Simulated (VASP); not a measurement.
# TiO2 (P4_2/mnm) in VASP: further runs, part 2 of 2

VASP 6.6.1. The steps go on from the part before.

### Step 3. Electric field gradients, LDA (zz strain of -1 %)

Contents of INCAR:

```
PREC = Accurate ; ENCUT = 520
EDIFF = 1E-8 ; ISMEAR = -1
SIGMA = 0.05 ; LREAL = F
LASPH = T ; NELM = 60
ALGO = Normal ; ISIF = 2
LWAVE = F ; LCHARG = F
GGA = CA ; LEFG = T
NBANDS = 33
```

Contents of KPOINTS:

```
Automatic mesh
0
Gamma
  7 7 10
```

Contents of POSCAR:

```
TiO2
1.0
    4.5940000000      0.0000000000      0.0000000000
    0.0000000000      4.5940000000      0.0000000000
    0.0000000000      0.0000000000      2.9294100000
Ti O
2 4
Direct
    0.0000000000      0.0000000000      0.0000000000
    0.5000000000      0.5000000000      0.5000000000
    0.3060000000      0.3060000000      0.0000000000
    0.1940000000      0.8060000000      0.5000000000
    0.6940000000      0.6940000000      0.0000000000
    0.8060000000      0.1940000000      0.5000000000
```

Potentials or basis: VASP PAW LDA potentials, release 64 (Ti_sv, O).

Launch:

```
> cat potpaw_LDA.64/Ti_sv/POTCAR potpaw_LDA.64/O/POTCAR > POTCAR
> mpirun -np 1 vasp_std > vasp.out
```

OUTCAR:

```text
PREC = Accurate
   ENCUT = 520
   EDIFF = 1E-8
   ISMEAR = -1
   LREAL = F
   LASPH = T
   NELM = 60
   ISIF = 2
   GGA = CA

 ion  position               nearest neighbor table
   1  0.000  0.000  0.000-   4 1.93   6 1.93   4 1.93   6 1.93   5 1.99   3 1.99
   2  0.500  0.500  0.500-   3 1.93   5 1.93   3 1.93   5 1.93   4 1.99   6 1.99
   3  0.306  0.306  0.000-   2 1.93   2 1.93   1 1.99
   4  0.194  0.806  0.500-   1 1.93   1 1.93   2 1.99
   5  0.694  0.694  0.000-   2 1.93   2 1.93   1 1.99
   6  0.806  0.194  0.500-   1 1.93   1 1.93   2 1.99

  LATTYP: Found a simple tetragonal cell.
 ALAT       =     4.5940000000
 C/A-ratio  =     0.6376599913

  Lattice vectors:

 A1 = (   4.5940000000,   0.0000000000,   0.0000000000)
 A2 = (   0.0000000000,   4.5940000000,   0.0000000000)
 A3 = (   0.0000000000,   0.0000000000,   2.9294100000)

Analysis of symmetry for initial positions (statically):
=====================================================================
 Subroutine PRICEL returns:
 Original cell was already a primitive cell.

 Routine SETGRP: Setting up the symmetry group for a
 simple tetragonal supercell.

 Subroutine GETGRP returns: Found 16 space group operations
 (whereof  8 operations were pure point group operations)
 out of a pool of 16 trial point group operations.

The static configuration has the point symmetry D_2h.
 The point group associated with its full space group is D_4h.

Analysis of symmetry for dynamics (positions and initial velocities):
=====================================================================
 Subroutine PRICEL returns:
 Original cell was already a primitive cell.

 Routine SETGRP: Setting up the symmetry group for a
[... 1042 lines left out ...]
  Total       -1.5810416     -1.5810416     -1.3058693     -0.0000000      0.0000000      0.0000000
  in kB      -40.9724311    -40.9724311    -33.8413868     -0.0000000      0.0000000      0.0000000
  external PRESSURE =     -38.5954163 kB  Pullay stress =       0.0000000 kB

 VOLUME and BASIS-vectors are now :
 -----------------------------------------------------------------------------
  energy-cutoff  :      520.00
  volume of cell :       61.82
      direct lattice vectors                 reciprocal lattice vectors
     4.594000000  0.000000000  0.000000000     0.217675229  0.000000000  0.000000000
     0.000000000  4.594000000  0.000000000     0.000000000  0.217675229  0.000000000
     0.000000000  0.000000000  2.929410000     0.000000000  0.000000000  0.341365667

 POSITION                                       TOTAL-FORCE (eV/Angst)
 -----------------------------------------------------------------------------------
      0.00000      0.00000      0.00000        -0.000000      0.000000      0.000000
      2.29700      2.29700      1.46470        -0.000000      0.000000      0.000000
      1.40576      1.40576      0.00000        -0.139813     -0.139813      0.000000
      0.89124      3.70276      1.46470         0.139813     -0.139813      0.000000
      3.18824      3.18824      0.00000         0.139813      0.139813      0.000000
      3.70276      0.89124      1.46470        -0.139813      0.139813      0.000000
 -----------------------------------------------------------------------------------
    total drift:                               -0.000000      0.000000      0.000000

  FREE ENERGIE OF THE ION-ELECTRON SYSTEM (eV)
  ---------------------------------------------------
  free  energy   TOTEN  =       -58.7599133977 eV

  energy  without entropy=      -58.7599133973  energy(sigma->0) =      -58.75991340

 Electric field gradients (V/A^2)
---------------------------------------------------------------------
 ion       V_xx      V_yy      V_zz      V_xy      V_xz      V_yz
---------------------------------------------------------------------
   1      13.720    13.720   -27.441    13.531     0.000    -0.000
   2      13.720    13.720   -27.441   -13.531    -0.000    -0.000
   3       2.392     2.392    -4.784    17.499     0.000     0.000
   4       2.392     2.392    -4.784   -17.499    -0.000    -0.000
   5       2.392     2.392    -4.784    17.499    -0.000     0.000
   6       2.392     2.392    -4.784   -17.499     0.000     0.000
---------------------------------------------------------------------

 Electric field gradients after diagonalization (V/A^2)
 (convention: |V_zz| > |V_xx| > |V_yy|)
----------------------------------------------------------------------
 ion       V_xx      V_yy      V_zz     asymmetry (V_yy - V_xx)/ V_zz
----------------------------------------------------------------------
   1      27.251     0.189   -27.441       0.986
   2      27.251     0.189   -27.441       0.986
   3     -15.107    -4.784    19.891       0.519
   4     -15.107    -4.784    19.891       0.519
   5     -15.107    -4.784    19.891       0.519
   6     -15.107    -4.784    19.891       0.519
----------------------------------------------------------------------

           NMR quadrupolar parameters

 Cq : quadrupolar parameter    Cq=e*Q*V_zz/h
 eta: asymmetry parameters     (V_yy - V_xx)/ V_zz
 Q  : nuclear electric quadrupole moment in mb (millibarn)
----------------------------------------------------------------------
 ion       Cq(MHz)       eta       Q (mb)
----------------------------------------------------------------------
   1      -0.066       0.986       1.000
   2      -0.066       0.986       1.000
   3       0.048       0.519       1.000
   4       0.048       0.519       1.000
   5       0.048       0.519       1.000
   6       0.048       0.519       1.000
----------------------------------------------------------------------
```

stdout:

```text
POSCAR found type information on POSCAR TiO
 POSCAR found :  2 types and       6 ions
 scaLAPACK will be used
 LDA part: xc-table for (Slater(with rela. corr.)+CA(PZ))
 , standard interpolation
 POSCAR, INCAR and KPOINTS ok, starting setup
 FFT: planning ... GRIDC
 FFT: planning ... GRID_SOFT
 FFT: planning ... GRID
 WAVECAR not read
 entering main loop
ion   1

ion   2

ion   3

ion   4

ion   5

ion   6
```

Run time: 3.3 min. Hardware: 1 thread of Intel Xeon 8259CL, shared host; peak memory 0.22 GiB.

Results:

- Free energy: -58.7599 eV
- Pressure: -3.9 GPa
- Largest force: 0.198 eV/Å
- Band gap on the k mesh: 1.87 eV
- Largest electric field gradient by atom: Ti -27.4; O +19.9 V/Å²

Forces on the atoms (eV/Å):
```
Ti   0.000  0.000  0.000
Ti   0.000  0.000  0.000
O   -0.140 -0.140  0.000
O    0.140 -0.140  0.000
O    0.140  0.140  0.000
O   -0.140  0.140  0.000
```

Stress tensor (GPa, compression positive):
```
-4.10  0.00  0.00
 0.00 -4.10  0.00
 0.00  0.00 -3.38
```

Electric field gradients, principal values (V/Å²):
```csv
atom,least,middle,greatest (by size)
1 Ti,0.189,27.251,-27.441
2 Ti,0.189,27.251,-27.441
3 O,-4.784,-15.107,19.891
4 O,-4.784,-15.107,19.891
5 O,-4.784,-15.107,19.891
6 O,-4.784,-15.107,19.891
```

Caveat: the cell differs from its parent crystal (zz strain of -1 %); the cell stands under tension; without QUAD_EFG the Cq values of the log hold for a quadrupole moment of 1 mb, not for the nuclei; an odd mesh through Γ misses points on the zone boundary, where band edges can lie.
